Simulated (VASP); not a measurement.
# Rh (Fm-3m) in VASP: notebook, part 2 of 2

VASP 6.6.1.

## 5. Single point, r2SCAN

POSCAR reads:

```
Rh
1.0
    0.0000000000      1.9008071574      1.9008071574
    1.9008071574      0.0000000000      1.9008071574
    1.9008071574      1.9008071574      0.0000000000
Rh
1
Direct
    0.0000000000      0.0000000000      0.0000000000
```

INCAR.step1 reads:

```
SYSTEM = Rh
PREC     = Accurate       ! precision mode
ENCUT    = 520            ! plane-wave cutoff, eV
ISMEAR   = 0              ! smearing method
SIGMA    = 0.01           ! smearing width, eV
LREAL    = .False.        ! projectors in reciprocal space
LASPH    = .True.         ! aspherical terms in the spheres
NELM     = 80             ! most SCF steps
NBANDS   = 14             ! bands
GGA      = PE             ! functional
ALGO     = Normal         ! electronic algorithm
EDIFF    = 1E-4           ! SCF threshold, eV
LWAVE    = .True.         ! write WAVECAR
LCHARG   = .False.        ! write CHGCAR
```

INCAR.step2 reads:

```
SYSTEM = Rh
PREC     = Accurate       ! precision mode
ENCUT    = 520            ! plane-wave cutoff, eV
EDIFF    = 1E-6           ! SCF threshold, eV
ISMEAR   = 0              ! smearing method
SIGMA    = 0.01           ! smearing width, eV
LREAL    = .False.        ! projectors in reciprocal space
LASPH    = .True.         ! aspherical terms in the spheres
NELM     = 80             ! most SCF steps
ALGO     = Normal         ! electronic algorithm
ISIF     = 2              ! what is computed and relaxed
LWAVE    = .False.        ! write WAVECAR
LCHARG   = .True.         ! write CHGCAR
METAGGA  = R2SCAN         ! meta-GGA
LMIXTAU  = .True.       
LELF     = .True.         ! ELF
LVHAR    = .True.       
NBANDS   = 14             ! bands
ISTART   = 1
```

KPOINTS reads:

```
regular mesh
0
Gamma
  14 14 14
  0 0 0
```

Potentials or basis: VASP PAW PBE potentials, release 64 (Rh_pv).

Started as:

```bash
cat potpaw_PBE.64/Rh_pv/POTCAR > POTCAR
cp INCAR.step1 INCAR
mpirun -np 1 vasp_std > vasp.out
cp INCAR.step2 INCAR
mpirun -np 1 vasp_std > vasp.out
```

OUTCAR:

```text
SYSTEM = Rh
   PREC = Accurate
   ENCUT = 520
   EDIFF = 1E-6
   ISMEAR = 0
   LREAL = .False.
   LASPH = .True.
   NELM = 80
   ISIF = 2
   METAGGA = R2SCAN
   ISTART = 1

 ion  position               nearest neighbor table
   1  0.000  0.000  0.000-

  LATTYP: Found a face centered cubic cell.
 ALAT       =     3.8016143148

  Lattice vectors:

 A1 = (   0.0000000000,   1.9008071574,   1.9008071574)
 A2 = (   1.9008071574,   0.0000000000,   1.9008071574)
 A3 = (   1.9008071574,   1.9008071574,   0.0000000000)

Analysis of symmetry for initial positions (statically):
=====================================================================
 Subroutine PRICEL returns:
 Original cell was already a primitive cell.

 Routine SETGRP: Setting up the symmetry group for a
 face centered cubic supercell.

 Subroutine GETGRP returns: Found 48 space group operations
 (whereof 48 operations were pure point group operations)
 out of a pool of 48 trial point group operations.

The static configuration has the point symmetry O_h .

Analysis of symmetry for dynamics (positions and initial velocities):
[... 162 lines left out ...]
 Fermi energy:        11.7247809878

 k-point     1 :       0.0000    0.0000    0.0000
  band No.  band energies     occupation
      1     -36.0182      2.00000
      2     -36.0182      2.00000
      3     -36.0182      2.00000
      4       3.5687      2.00000
      5       8.5859      2.00000
      6       8.5859      2.00000
      7       8.5859      2.00000
      8      10.6925      2.00000
      9      10.6925      2.00000
     10      28.4700      0.00000
     11      29.1799      0.00000
     12      34.2222      0.00000
     13      34.2222      0.00000
     14      34.2222      0.00000
[... 377 lines left out ...]
      1     -36.4149      2.00000
      2     -36.1279      2.00000
      3     -36.1194      2.00000
      4       5.9038      2.00000
      5       7.5369      2.00000
      6       8.9192      2.00000
      7       9.5188      2.00000
      8      10.8322      2.00000
      9      11.4615      2.00000
     10      28.5078      0.00000
     11      29.1802      0.00000
     12      30.9811      0.00000
     13      33.3685      0.00000
     14      34.6849      0.00000

 [... further k-points ...]
[... 5 lines left out ...]
  --------------------------------------------------------------------------------------
  -------------------------------------------------------------------------------------
  Total        0.0703441      0.0703441      0.0703441      0.0000000      0.0000000      0.0000000
  in kB        8.2052915      8.2052915      8.2052915      0.0000000      0.0000000      0.0000000
  external PRESSURE =       8.2052915 kB  Pullay stress =       0.0000000 kB

 VOLUME and BASIS-vectors are now :
 -----------------------------------------------------------------------------
  energy-cutoff  :      520.00
  volume of cell :       13.74
      direct lattice vectors                 reciprocal lattice vectors
     0.000000000  1.900807157  1.900807157    -0.263046148  0.263046148  0.263046148
     1.900807157  0.000000000  1.900807157     0.263046148 -0.263046148  0.263046148
     1.900807157  1.900807157  0.000000000     0.263046148  0.263046148 -0.263046148

 POSITION                                       TOTAL-FORCE (eV/Angst)
 -----------------------------------------------------------------------------------
      0.00000      0.00000      0.00000         0.000000      0.000000      0.000000
 -----------------------------------------------------------------------------------
    total drift:                                0.000000     -0.000000      0.000000

  FREE ENERGIE OF THE ION-ELECTRON SYSTEM (eV)
  ---------------------------------------------------
  free  energy   TOTEN  =       -24.1377928413 eV

  energy  without entropy=      -24.1377923657  energy(sigma->0) =      -24.13779260
```

Wall time 35 s (1 thread of Intel Xeon Platinum 8559C (Emerald Rapids), shared host); peak memory 0.14 GiB.

Results:

| Property | Result |
| --- | --- |
| Free energy | -24.1378 eV |
| Pressure | 0.8 GPa |

Levels at points of the mesh, in eV from the Fermi level:
| k point | band 3 | band 4 | band 5 | band 6 | band 7 | band 8 | band 9 | band 10 | band 11 | band 12 |
| --- | --- | --- | --- | --- | --- | --- | --- | --- | --- | --- |
| (0.00, 0.00, 0.00) | -47.74 | -8.16 | -3.14 | -3.14 | -3.14 | -1.03 | -1.03 | 16.75 | 17.46 | 22.50 |
| (0.50, 0.00, 0.00) | -47.85 | -6.31 | -3.25 | -3.25 | 0.63 | 0.63 | 0.93 | 9.13 | 16.30 | 17.45 |
| (0.50, 0.50, 0.00) | -48.03 | -6.52 | -6.15 | 0.56 | 1.09 | 1.09 | 3.52 | 12.92 | 14.04 | 14.04 |

Caveat: the PAW data sets were made with another functional, which shifts forces and pressure a little.

## 6. Single point, r2SCAN

POSCAR is that of step 5.

INCAR.step1 reads:

```
SYSTEM = Rh
PREC = Accurate
ENCUT = 520
ISMEAR = 0
SIGMA = 0.03
LREAL = .False.
LASPH = .True.
NELM = 60
NBANDS = 14
GGA = PE
ALGO = Normal
EDIFF = 1E-4
LWAVE = .True.
LCHARG = .False.
```

INCAR.step2 reads:

```
SYSTEM = Rh
PREC = Accurate
ENCUT = 520
EDIFF = 1E-6
ISMEAR = 0
SIGMA = 0.03
LREAL = .False.
LASPH = .True.
NELM = 60
ALGO = Normal
ISIF = 2
LWAVE = .False.
LCHARG = .False.
METAGGA = R2SCAN
LMIXTAU = .True.
NBANDS = 14
ISTART = 1
```

KPOINTS is that of step 5.

Potentials or basis: VASP PAW PBE potentials, release 64 (Rh_pv).

Started as:

```bash
cat potpaw_PBE.64/Rh_pv/POTCAR > POTCAR
cp INCAR.step1 INCAR
mpirun -np 1 vasp_std > vasp.out
cp INCAR.step2 INCAR
mpirun -np 1 vasp_std > vasp.out
```

OUTCAR:

```text
SYSTEM = Rh
   PREC = Accurate
   ENCUT = 520
   EDIFF = 1E-6
   ISMEAR = 0
   LREAL = .False.
   LASPH = .True.
   NELM = 60
   ISIF = 2
   METAGGA = R2SCAN
   ISTART = 1

 ion  position               nearest neighbor table
   1  0.000  0.000  0.000-

  LATTYP: Found a face centered cubic cell.
 ALAT       =     3.8016143148

  Lattice vectors:

 A1 = (   0.0000000000,   1.9008071574,   1.9008071574)
 A2 = (   1.9008071574,   0.0000000000,   1.9008071574)
 A3 = (   1.9008071574,   1.9008071574,   0.0000000000)

Analysis of symmetry for initial positions (statically):
[... 577 lines left out ...]
      7       9.5187      2.00000
      8      10.8321      2.00000
      9      11.4614      2.00000
     10      28.5078      0.00000
     11      29.1799      0.00000
     12      30.9810      0.00000
     13      33.3685      0.00000
     14      34.6849      0.00000

 [... further k-points ...]
[... 5 lines left out ...]
  --------------------------------------------------------------------------------------
  -------------------------------------------------------------------------------------
  Total        0.0708709      0.0708709      0.0708709     -0.0000000     -0.0000000      0.0000000
  in kB        8.2667446      8.2667446      8.2667446     -0.0000000     -0.0000000      0.0000000
  external PRESSURE =       8.2667446 kB  Pullay stress =       0.0000000 kB

 VOLUME and BASIS-vectors are now :
 -----------------------------------------------------------------------------
  energy-cutoff  :      520.00
  volume of cell :       13.74
      direct lattice vectors                 reciprocal lattice vectors
     0.000000000  1.900807157  1.900807157    -0.263046148  0.263046148  0.263046148
     1.900807157  0.000000000  1.900807157     0.263046148 -0.263046148  0.263046148
     1.900807157  1.900807157  0.000000000     0.263046148  0.263046148 -0.263046148

 POSITION                                       TOTAL-FORCE (eV/Angst)
 -----------------------------------------------------------------------------------
      0.00000      0.00000      0.00000        -0.000000      0.000000      0.000000
 -----------------------------------------------------------------------------------
    total drift:                                0.000000      0.000000      0.000000

  FREE ENERGIE OF THE ION-ELECTRON SYSTEM (eV)
  ---------------------------------------------------
  free  energy   TOTEN  =       -24.1379033088 eV

  energy  without entropy=      -24.1374321145  energy(sigma->0) =      -24.13766771
```

OSZICAR.step1:

```text
N       E                     dE             d eps       ncg     rms          rms(c)
DAV:   1     0.122614658629E+03    0.12261E+03   -0.87766E+03  2928   0.114E+03
DAV:   2    -0.607934392253E+01   -0.12869E+03   -0.12266E+03  3242   0.342E+02
DAV:   3    -0.773950882017E+01   -0.16602E+01   -0.16569E+01  3356   0.426E+01
DAV:   4    -0.774570080525E+01   -0.61920E-02   -0.61914E-02  3416   0.267E+00
DAV:   5    -0.774575595621E+01   -0.55151E-04   -0.55150E-04  3314   0.221E-01    0.102E+01
DAV:   6    -0.727179196658E+01    0.47396E+00   -0.79541E-01  3080   0.123E+01    0.357E+00
DAV:   7    -0.725584980980E+01    0.15942E-01   -0.17150E-02  3368   0.159E+00    0.169E+00
DAV:   8    -0.725273443758E+01    0.31154E-02   -0.41931E-03  3050   0.876E-01    0.222E-01
DAV:   9    -0.725252885411E+01    0.20558E-03   -0.21986E-04  2742   0.211E-01    0.183E-02
DAV:  10    -0.725253100297E+01   -0.21489E-05   -0.40132E-06  1516   0.228E-02
   1 F= -.72525310E+01 E0= -.72522337E+01  d E =-.594666E-03
```

Run time: 40 s. Hardware: 1 thread of Intel Xeon Platinum 8559C (Emerald Rapids), shared host; peak memory 0.14 GiB.

What came out:

| Item | Value |
| --- | --- |
| Free energy | -24.1379 eV |
| Pressure | 0.8 GPa |

Levels at points of the mesh, in eV from the Fermi level:
```csv
k point,band 4,band 5,band 6,band 7,band 8,band 9,band 10,band 11
"(0.00, 0.00, 0.00)",-8.16,-3.14,-3.14,-3.14,-1.03,-1.03,16.74,17.45
"(0.50, 0.00, 0.00)",-6.31,-3.25,-3.25,0.63,0.63,0.93,9.13,16.30
"(0.50, 0.50, 0.00)",-6.52,-6.15,0.56,1.09,1.09,3.52,12.92,14.04
```

Caveat: the PAW data sets were made with another functional, which shifts forces and pressure a little.

## 7. Summary

```tsv
spin	cell	smearing	gap on the mesh (eV)	pressure (GPa)
collinear, ferromagnetic start	a = 2.687 Å, angles 60.0°, 1 atom	fermi-dirac 0.05 eV	none	1.2
off	a = 2.688 Å, angles 60.0°, 1 atom	fermi-dirac 0.6 eV	none	12.5
off	a = 2.688 Å, angles 60.0°, 1 atom	fermi-dirac 1 eV	none	26.1
off	a = 2.688 Å, angles 60.0°, 1 atom	gaussian 0.01 eV	none	0.8
off	a = 2.688 Å, angles 60.0°, 1 atom	gaussian 0.03 eV	none	0.8
```

Alike in all rows: task single point; level r2SCAN; potentials or basis VASP PAW PBE potentials, release 64 (Rh_pv); k mesh 14 × 14 × 14; cutoff (eV) 520.

Every run on the cell as given and a fine mesh finds a metal.

Caveats: the PAW data sets were made with another functional, which shifts forces and pressure a little.

Total energies depend on the potentials used, so only differences within one code and one set of settings carry meaning.
